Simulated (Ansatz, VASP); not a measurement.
**One calculation of ZrO4, two programs**

INCAR

```
SYSTEM = ZrO4
  ALGO = Normal
  EDIFF = 1E-7
  EDIFFG = -0.01
  ENCUT = 600
  GGA = PE
  GGA_COMPAT = .FALSE.
  IBRION = 2
  ISIF = 3
  ISMEAR = 0
  LASPH = .TRUE.
  LCHARG = .FALSE.
  LREAL = .FALSE.
  LWAVE = .FALSE.
  NELM = 120
  NELMIN = 4
  NSW = 100
  PREC = Accurate
  SIGMA = 0.1
```

Contents of KPOINTS:

```
k-points
0
G
  12 12 12
  0 0 0
```

The input POSCAR:

```
ZrO4
1.0
   -2.1012249899      2.1012249899      3.2714328116
    2.1012249899     -2.1012249899      3.2714328116
    2.1012249899      2.1012249899     -3.2714328116
Zr O
1 4
Direct
    0.0000000000      0.0000000000      0.0000000000
    0.6771710932      0.6771710932      0.0000000000
    0.5000000000      0.0000000000      0.5000000000
    0.0000000000      0.5000000000      0.5000000000
    0.3228289068      0.3228289068      0.0000000000
```

Input for Ansatz:

```yaml
crystal:
  lattice:
    - [-2.1012249899, 2.1012249899, 3.2714328116]
    - [2.1012249899, -2.1012249899, 3.2714328116]
    - [2.1012249899, 2.1012249899, -3.2714328116]
  atoms:
    - { symbol: Zr, position: [0.0, 0.0, 0.0] }
    - { symbol: O, position: [0.6771710932, 0.6771710932, 0.0] }
    - { symbol: O, position: [0.5, 0.0, 0.5] }
    - { symbol: O, position: [0.0, 0.5, 0.5] }
    - { symbol: O, position: [0.3228289068, 0.3228289068, 0.0] }
basis:
  ecutwfc: 420
kpoints:
  mp_grid: { grid: [12, 12, 12] }
hamiltonian:
  xc: pbe
scf:
  occupations: { method: gaussian, width: 0.1 }
output:
  forces: true
  stress: true
  eigenvalues: true
relax:
  adjacent_minimum: "off"
  f_tol: 0.01
  max_steps: 80
  cell: { stress_tol: 0.05 }
```

Change from the starting cell: species swapped into the SnF4 type (I4/mmm, No. 139).

Alike in both runs: task relaxation of cell and atoms; functional PBE; k mesh 12 × 12 × 12; occupations gaussian, width 0.1 eV; no spin polarisation.

```csv
,VASP,Ansatz
version,VASP 6.6.1,Ansatz 0.2.0
potentials or method,"VASP PAW PBE potentials, release 64 (Zr_sv, O), cutoff 600 eV","scalar-relativistic, plane waves, PAW"
valence electrons in the cell,36,36
```

```csv
,VASP,Ansatz,Ansatz less VASP
"gap on the k mesh at the Fermi level, each at its own relaxed structure (eV)",none,none,-
relaxed volume (Å³/atom),11.52,11.55,+0.033
relaxed cell length with the largest relative difference (Å),4.409,4.417,+0.0084
```

A gap of «none» marks a metal or a gap that the smearing closes.
